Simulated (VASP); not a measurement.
# Hg (Im-3m) in VASP: a series of runs

The runs below take Hg through single point, with PBE.

All numbers are computed with VASP 6.6.1; they aren't measurements. Logs are shortened: lines on timing, memory, paths and dates and some standing lists are left out, and cuts for length are marked.

### Step 1. The cell of the first run

The structure is cubic, space group Im-3m (No. 229). The conventional cell has a = 3.769 Å, b = 3.769 Å, c = 3.769 Å, α = 90.00°, β = 90.00°, γ = 90.00°. Within 4.3 Å of Hg (site symmetry m-3m) lie 14 Hg at 3.26 to 3.77 Å.

### Step 2. Single point, PBE, non-collinear spin, zero start, spin-orbit coupling (26.77 Å³/atom)

INCAR

```
SYSTEM = Hg
ALGO = Fast
EDIFF = 1E-6
ENCUT = 520
GGA = PE
GGA_COMPAT = .False.
ISIF = 2
ISMEAR = 0
LASPH = .True.
LCHARG = .False.
LORBIT = 11
LORBMOM = .True.
LREAL = .False.
LSORBIT = .True.
LWAVE = .False.
MAGMOM = 0 0 0
NBANDS = 23
NELM = 150
PREC = Accurate
SIGMA = 0.05
```

KPOINTS

```
k-points
0
Gamma
  16 16 16
  0 0 0
```

POSCAR

```
Hg
1.0
   -1.8844967330      1.8844967330      1.8844967330
    1.8844967330     -1.8844967330      1.8844967330
    1.8844967330      1.8844967330     -1.8844967330
Hg
1
Direct
    0.0000000000      0.0000000000      0.0000000000
```

Potentials or basis: VASP PAW PBE potentials, release 64 (Hg).

Command:

```
$ cat potpaw_PBE.64/Hg/POTCAR > POTCAR
$ mpirun -np 1 vasp_ncl > vasp.out
```

OUTCAR:

```text
SYSTEM = Hg
   EDIFF = 1E-6
   ENCUT = 520
   GGA = PE
   ISIF = 2
   ISMEAR = 0
   LASPH = .True.
   LORBIT = 11
   LREAL = .False.
   LSORBIT = .True.
   NELM = 150
   PREC = Accurate

 ion  position               nearest neighbor table
   1  0.000  0.000  0.000-

  LATTYP: Found a body centered cubic cell.
 ALAT       =     3.7689934660

  Lattice vectors:

 A1 = (  -1.8844967330,   1.8844967330,   1.8844967330)
 A2 = (   1.8844967330,  -1.8844967330,   1.8844967330)
 A3 = (   1.8844967330,   1.8844967330,  -1.8844967330)

Analysis of symmetry for initial positions (statically):
=====================================================================
 Subroutine PRICEL returns:
 Original cell was already a primitive cell.

 Routine SETGRP: Setting up the symmetry group for a
 body centered cubic supercell.

 Subroutine GETGRP returns: Found 48 space group operations
 (whereof 48 operations were pure point group operations)
 out of a pool of 48 trial point group operations.

The static configuration has the point symmetry O_h .

Analysis of symmetry for dynamics (positions and initial velocities):
=====================================================================
 Subroutine PRICEL returns:
 Original cell was already a primitive cell.

 Routine SETGRP: Setting up the symmetry group for a
 body centered cubic supercell.

 Subroutine GETGRP returns: Found 48 space group operations
 (whereof 48 operations were pure point group operations)
 out of a pool of 48 trial point group operations.

The dynamic configuration has the point symmetry O_h .

Analysis of structural, dynamic, and magnetic symmetry:
=====================================================================
 Subroutine PRICEL returns:
 Original cell was already a primitive cell.

 Routine SETGRP: Setting up the symmetry group for a
 body centered cubic supercell.

 Subroutine GETGRP returns: Found 48 space group operations
 (whereof 48 operations were pure point group operations)
 out of a pool of 48 trial point group operations.

The overall configuration has the point symmetry O_h .

 Subroutine INISYM returns: Found 48 space group operations
 (whereof 48 operations are pure point group operations),
 and found     1 'primitive' translations

----------------------------------------------------------------------------------------

                                     Primitive cell

  volume of cell :      26.7699

  direct lattice vectors                    reciprocal lattice vectors
    -1.884496733  1.884496733  1.884496733     0.000000000  0.265322827  0.265322827
     1.884496733 -1.884496733  1.884496733     0.265322827  0.000000000  0.265322827
     1.884496733  1.884496733 -1.884496733     0.265322827  0.265322827  0.000000000

  length of vectors
     3.264044088  3.264044088  3.264044088     0.375223140  0.375223140  0.375223140

  position of ions in fractional coordinates (direct lattice)
     0.000000000  0.000000000  0.000000000

  ion indices of the primitive-cell ions
   primitive index   ion index
                 1           1

----------------------------------------------------------------------------------------

 KPOINTS: k-points

Automatic generation of k-mesh.
 Grid dimensions read from file:
 generate k-points for:   16   16   16

 Generating k-lattice:

  Cartesian coordinates                     Fractional coordinates (reciprocal lattice)
     0.000000000  0.016582677  0.016582677     0.062500000  0.000000000  0.000000000
     0.016582677  0.000000000  0.016582677     0.000000000  0.062500000  0.000000000
     0.016582677  0.016582677  0.000000000     0.000000000  0.000000000  0.062500000

  Length of vectors
     0.023451446  0.023451446  0.023451446

  Shift w.r.t. Gamma in fractional coordinates (k-lattice)
     0.000000000  0.000000000  0.000000000

 Subroutine IBZKPT returns following result:
 ===========================================

 Found    145 irreducible k-points:

 Following reciprocal coordinates:
            Coordinates               Weight
  0.000000  0.000000  0.000000      1.000000
  0.062500  0.000000  0.000000     12.000000
  0.125000  0.000000  0.000000     12.000000
  0.187500  0.000000  0.000000     12.000000
  0.250000  0.000000  0.000000     12.000000
  0.312500  0.000000  0.000000     12.000000
[... 16 lines left out ...]
  0.187500  0.187500  0.000000     24.000000
  0.250000  0.187500  0.000000     48.000000
 [... further k-points ...]
   k-points           NKPTS =    145   k-points in BZ     NKDIM =    145   number of bands    NBANDS=     23
   number of dos      NEDOS =    301   number of ions     NIONS =      1
   total plane-waves  NPLWV =  13824
   dimension x,y,z NGX =    24 NGY =   24 NGZ =   24
   dimension x,y,z NGXF=    48 NGYF=   48 NGZF=   48
   ions per type =               1
   NGX,Y,Z   is equivalent  to a cutoff of  12.22, 12.22, 12.22 a.u.
   NGXF,Y,Z  is equivalent  to a cutoff of  24.45, 24.45, 24.45 a.u.
 SYSTEM =  Hg
   PREC   = accura    normal or accurate (medium, high low for compatibility)
   ISTART =      0    job   : 0-new  1-cont  2-samecut
   ICHARG =      2    charge: 1-file 2-atom 10-const
   ISPIN  =      1    spin polarized calculation?
   LNONCOLLINEAR =      T non collinear calculations
   LSORBIT =      T    spin-orbit coupling
   LASPH  =      T    aspherical Exc in radial PAW
   ENCUT  =  520.0 eV  38.22 Ry    6.18 a.u.   6.07  6.07  6.07*2*pi/ulx,y,z
   NELM   =    150;   NELMIN=  2; NELMDL= -5     # of ELM steps
   EDIFF  = 0.1E-05   stopping-criterion for ELM
   LREAL  =      F    real-space projection
   EDIFFG = 0.1E-04   stopping-criterion for IOM
   NSW    =      0    number of steps for IOM
   IBRION =     -1    ionic relax: 0-MD 1-quasi-New 2-CG
   NFREE  =      0    steps in history (QN), initial steepest desc. (CG)
   ISIF   =      2    stress and relaxation
   ISYM   =      2    0-nonsym 1-usesym 2-fastsym
   POTIM  = 0.5000    time-step for ionic-motion
   TEBEG  =    0.0;   TEEND  =   0.0 temperature during run
   PSTRESS=    0.0 pullay stress
   NELECT =      12.0000    total number of electrons
   NUPDOWN=      -1.0000    fix difference up-down
   EMIN   =  10.00;   EMAX   =-10.00  energy-range for DOS
   EFERMI =   0.00;   METHOD = LEGACY
   ISMEAR =     0;   SIGMA  =   0.05  broadening in eV -4-tet -1-fermi 0-gaus
   EFERMI_NEDOS =   21; number of points for ismear=-14 and -15
   IALGO  =     68    algorithm
   IMIX   =      4    mixing-type and parameters
     AMIX     =   0.40;   BMIX     =  1.00
     AMIX_MAG =   1.60;   BMIX_MAG =  1.00
  volume/ion in A,a.u.               =      26.77       180.65
  Fermi-wavevector in a.u.,A,eV,Ry     =   1.252910  2.367657 21.358199  1.569783
  Thomas-Fermi vector in A             =   2.386788
   LORBIT       =     11    0 simple, 1 ext, 2 COOP (PROOUT), +10 PAW based schemes
   GGA     = PE    functional components
   LHFCALC =     F    Hartree Fock is set to
   AEXX    =    0.0000 exact exchange contribution
   IVDW    =     0    specifies the selected vdW correction
   LEPSILON=     F    determine dielectric tensor
   LRPA    =     F    only Hartree local field effects (RPA)
 RMM-DIIS sequential band-by-band and
 Gauss-broadening in eV      SIGMA  =   0.05
  energy-cutoff  :      520.00
  volume of cell :       26.77
 maximum number of plane-waves:      1472
   NGX = 13   NGY = 13   NGZ = 13

 number of electron      12.0000000 magnetization       0.0000000      0.0000000      0.0000000

 number of electron      11.9999998 magnetization      -0.0000000     -0.0000000     -0.0000000

 number of electron      11.9999998 magnetization      -0.0000000     -0.0000000      0.0000000

 number of electron      11.9999998 magnetization       0.0000000      0.0000000     -0.0000000

 Free energy of the ion-electron system (eV)
  ---------------------------------------------------
  ext. energy  EPLUGINS =         0.00000000
  ---------------------------------------------------
  free energy    TOTEN  =        -0.40550646 eV

  energy without entropy =       -0.40495165  energy(sigma->0) =       -0.40522906

 E-fermi :   1.7502     XC(G=0): -10.1804

 val. band max:        1.6825684195   @ k =  -0.4375  -0.4375   0.2500
 cond. band min:       1.7757163626   @ k =  -0.4375   0.5000   0.0625
 fundamental gap:      0.0931479431
 Fermi energy:         1.7502102973

 k-point     1 :       0.0000    0.0000    0.0000
  band No.  band energies     occupation
      1      -6.2604      1.00000
      2      -6.2604      1.00000
      3      -5.8290      1.00000
      4      -5.8290      1.00000
      5      -5.8290      1.00000
      6      -5.8290      1.00000
[... 15 lines left out ...]
     22      17.4337      0.00000
     23      17.4337      0.00000

 k-point     2 :       0.0625    0.0000    0.0000
  band No.  band energies     occupation
      1      -6.1668      1.00000
      2      -6.1668      1.00000
      3      -5.8283      1.00000
      4      -5.8283      1.00000
      5      -5.8160      1.00000
      6      -5.8160      1.00000
[... 15 lines left out ...]
     22      16.7893      0.00000
     23      17.1010      0.00000

 k-point     3 :       0.1250    0.0000    0.0000
  band No.  band energies     occupation
      1      -5.9485      1.00000
      2      -5.9485      1.00000
      3      -5.8241      1.00000
      4      -5.8241      1.00000
      5      -5.7280      1.00000
      6      -5.7280      1.00000
[... 15 lines left out ...]
     22      16.5265      0.00000
     23      17.1622      0.00000
[... 495 lines left out ...]
 k-point    23 :       0.1875    0.1875    0.0000
  band No.  band energies     occupation
      1      -5.8757      1.00000
      2      -5.8757      1.00000
      3      -5.7833      1.00000
      4      -5.7833      1.00000
      5      -4.4107      1.00000
      6      -4.4107      1.00000
[... 15 lines left out ...]
     22      17.6527      0.00000
     23      19.9110      0.00000

 k-point    24 :       0.2500    0.1875    0.0000
  band No.  band energies     occupation
      1      -5.8896      1.00000
      2      -5.8896      1.00000
      3      -5.7794      1.00000
      4      -5.7794      1.00000
      5      -4.2611      1.00000
      6      -4.2611      1.00000
[... 15 lines left out ...]
     22      18.0946      0.00000
     23      20.3906      0.00000

 [... further k-points ...]
[... 5 lines left out ...]
  --------------------------------------------------------------------------------------
  -------------------------------------------------------------------------------------
  Total        0.1237569      0.1237569      0.1237569      0.0000000      0.0000000     -0.0000000
  in kB        7.4068535      7.4068535      7.4068535      0.0000000      0.0000000     -0.0000000
  external PRESSURE =       7.4068535 kB  Pullay stress =       0.0000000 kB

 VOLUME and BASIS-vectors are now :
 -----------------------------------------------------------------------------
  energy-cutoff  :      520.00
  volume of cell :       26.77
      direct lattice vectors                 reciprocal lattice vectors
    -1.884496733  1.884496733  1.884496733     0.000000000  0.265322827  0.265322827
     1.884496733 -1.884496733  1.884496733     0.265322827  0.000000000  0.265322827
     1.884496733  1.884496733 -1.884496733     0.265322827  0.265322827  0.000000000

 POSITION                                       TOTAL-FORCE (eV/Angst)
 -----------------------------------------------------------------------------------
      0.00000      0.00000      0.00000        -0.000000      0.000000     -0.000000
 -----------------------------------------------------------------------------------
    total drift:                                0.000000      0.000000     -0.000000

  FREE ENERGIE OF THE ION-ELECTRON SYSTEM (eV)
  ---------------------------------------------------
  free  energy   TOTEN  =        -0.4055064636 eV

  energy  without entropy=       -0.4049516523  energy(sigma->0) =       -0.40522906

 orbital moment (x)

 # of ion     p       d       tot
 ----------------------------------------
  1         0.000   0.000   0.000
 ----------------------------------------
            0.000   0.000   0.000

 orbital moment (y)

 # of ion     p       d       tot
 ----------------------------------------
  1         0.000   0.000   0.000
 ----------------------------------------
            0.000   0.000   0.000

 orbital moment (z)

 # of ion     p       d       tot
 ----------------------------------------
  1         0.000   0.000   0.000
 ----------------------------------------
            0.000   0.000   0.000

 Spin-Orbit-Coupling matrix elements

 Ion:    1  E_soc:     -0.4781900
 l=   1
     0.0000000    -0.0117264    -0.0117264
    -0.0117264     0.0000000    -0.0117264
    -0.0117264    -0.0117264     0.0000000
 l=   2
     0.0000000    -0.0139882     0.0000000    -0.0139882    -0.0539838
    -0.0139882     0.0000000    -0.0404878    -0.0139882    -0.0134959
     0.0000000    -0.0404878     0.0000000    -0.0404878     0.0000000
    -0.0139882    -0.0139882    -0.0404878     0.0000000    -0.0134959
    -0.0539838    -0.0134959     0.0000000    -0.0134959     0.0000000
 l=   3
     0.0000000     0.0000000     0.0000000     0.0000000     0.0000000     0.0000000     0.0000000
     0.0000000     0.0000000     0.0000000     0.0000000     0.0000000     0.0000000     0.0000000
     0.0000000     0.0000000     0.0000000     0.0000000     0.0000000     0.0000000     0.0000000
     0.0000000     0.0000000     0.0000000     0.0000000     0.0000000     0.0000000     0.0000000
     0.0000000     0.0000000     0.0000000     0.0000000     0.0000000     0.0000000     0.0000000
     0.0000000     0.0000000     0.0000000     0.0000000     0.0000000     0.0000000     0.0000000
     0.0000000     0.0000000     0.0000000     0.0000000     0.0000000     0.0000000     0.0000000

 total charge

# of ion       s       p       d       tot
------------------------------------------
    1        0.929   0.163   9.337  10.429

 magnetization (x)

# of ion       s       p       d       tot
------------------------------------------
    1       -0.000   0.000  -0.000   0.000

 magnetization (y)

# of ion       s       p       d       tot
------------------------------------------
    1       -0.000  -0.000   0.000  -0.000

 magnetization (z)

# of ion       s       p       d       tot
------------------------------------------
    1       -0.000   0.000  -0.000   0.000
```

It took 64 s on 1 thread of Intel Xeon Platinum 8488C (Sapphire Rapids), shared host; peak memory 0.28 GiB.

What came out:

* Free energy: -0.4055 eV
* Pressure: 0.7 GPa
* Net moment: 0.00 μB per cell
* Valence electrons inside the program's atomic spheres: Hg 10.43

Moments on the atoms (μB; x, y, z):
```
Hg  0.00 0.00 0.00
```

### Step 3. Single point, PBE, non-collinear spin, zero start, spin-orbit coupling (27.24 Å³/atom)

This run uses another cell than the first one, of 27.24 Å³/atom.

INCAR

```
  PREC = Accurate
  ENCUT = 520
  EDIFF = 1E-6
  ISMEAR = 0
  SIGMA = 0.05
  LREAL = F
  LASPH = T
  NELM = 150
  ALGO = Fast
  ISIF = 2
  LWAVE = F
  LCHARG = F
  MAGMOM = 0 0 0
  LORBIT = 11
  LSORBIT = T
  GGA_COMPAT = F
  LORBMOM = T
  GGA = PE
  NBANDS = 23
```

KPOINTS

```
regular mesh
0
Gamma
  16 16 16
```

POSCAR

```
Hg
1.0
   -1.8955097175      1.8955097175      1.8955097175
    1.8955097175     -1.8955097175      1.8955097175
    1.8955097175      1.8955097175     -1.8955097175
Hg
1
Direct
    0.0000000000      0.0000000000      0.0000000000
```

Potentials or basis: VASP PAW PBE potentials, release 64 (Hg).

Command:

```
$ cat potpaw_PBE.64/Hg/POTCAR > POTCAR
$ mpirun -np 1 vasp_ncl > vasp.out
```

OUTCAR:

```text
PREC = Accurate
   ENCUT = 520
   EDIFF = 1E-6
   ISMEAR = 0
   LREAL = F
   LASPH = T
   NELM = 150
   ISIF = 2
   LORBIT = 11
   LSORBIT = T
   GGA = PE

 ion  position               nearest neighbor table
   1  0.000  0.000  0.000-

  LATTYP: Found a body centered cubic cell.
 ALAT       =     3.7910194350

  Lattice vectors:

 A1 = (  -1.8955097175,   1.8955097175,   1.8955097175)
 A2 = (   1.8955097175,  -1.8955097175,   1.8955097175)
 A3 = (   1.8955097175,   1.8955097175,  -1.8955097175)

Analysis of symmetry for initial positions (statically):
=====================================================================
 Subroutine PRICEL returns:
 Original cell was already a primitive cell.

 Routine SETGRP: Setting up the symmetry group for a
 body centered cubic supercell.

 Subroutine GETGRP returns: Found 48 space group operations
 (whereof 48 operations were pure point group operations)
 out of a pool of 48 trial point group operations.

The static configuration has the point symmetry O_h .

Analysis of symmetry for dynamics (positions and initial velocities):
=====================================================================
 Subroutine PRICEL returns:
 Original cell was already a primitive cell.

[... 831 lines left out ...]
  free  energy   TOTEN  =        -0.4075252381 eV

  energy  without entropy=       -0.4070204375  energy(sigma->0) =       -0.40727284

 orbital moment (x)

 # of ion     p       d       tot
 ----------------------------------------
  1        -0.000   0.000   0.000
 ----------------------------------------
           -0.000   0.000   0.000

 orbital moment (y)

 # of ion     p       d       tot
 ----------------------------------------
  1         0.000  -0.000  -0.000
 ----------------------------------------
            0.000  -0.000  -0.000

 orbital moment (z)

 # of ion     p       d       tot
 ----------------------------------------
  1         0.000   0.000   0.000
 ----------------------------------------
            0.000   0.000   0.000

 Spin-Orbit-Coupling matrix elements

 Ion:    1  E_soc:     -0.4742796
 l=   1
     0.0000000    -0.0111816    -0.0111816
    -0.0111816     0.0000000    -0.0111816
    -0.0111816    -0.0111816     0.0000000
 l=   2
     0.0000000    -0.0139496     0.0000000    -0.0139496    -0.0539153
    -0.0139496     0.0000000    -0.0404365    -0.0139496    -0.0134788
     0.0000000    -0.0404365     0.0000000    -0.0404365     0.0000000
    -0.0139496    -0.0139496    -0.0404365     0.0000000    -0.0134788
    -0.0539153    -0.0134788     0.0000000    -0.0134788     0.0000000
 l=   3
     0.0000000     0.0000000     0.0000000     0.0000000     0.0000000     0.0000000     0.0000000
     0.0000000     0.0000000     0.0000000     0.0000000     0.0000000     0.0000000     0.0000000
     0.0000000     0.0000000     0.0000000     0.0000000     0.0000000     0.0000000     0.0000000
     0.0000000     0.0000000     0.0000000     0.0000000     0.0000000     0.0000000     0.0000000
     0.0000000     0.0000000     0.0000000     0.0000000     0.0000000     0.0000000     0.0000000
     0.0000000     0.0000000     0.0000000     0.0000000     0.0000000     0.0000000     0.0000000
     0.0000000     0.0000000     0.0000000     0.0000000     0.0000000     0.0000000     0.0000000

 total charge

# of ion       s       p       d       tot
------------------------------------------
    1        0.934   0.155   9.338  10.426

 magnetization (x)

# of ion       s       p       d       tot
------------------------------------------
    1        0.000  -0.000  -0.000  -0.000

 magnetization (y)

# of ion       s       p       d       tot
------------------------------------------
    1       -0.000   0.000  -0.000  -0.000

 magnetization (z)

# of ion       s       p       d       tot
------------------------------------------
    1       -0.000   0.000   0.000  -0.000
```

Wall time 64 s (1 thread of Intel Xeon Platinum 8488C (Sapphire Rapids), shared host); peak memory 0.28 GiB.

Results:

| Item | Value |
| --- | --- |
| Free energy | -0.4075 eV |
| Pressure | 0.5 GPa |
| Net moment | 0.00 μB per cell |
| Valence electrons inside the program's atomic spheres | Hg 10.43 |

Moments on the atoms (μB; x, y, z):
```
Hg  0.00 0.00 0.00
```

(Part 1 of 2 ends here.)
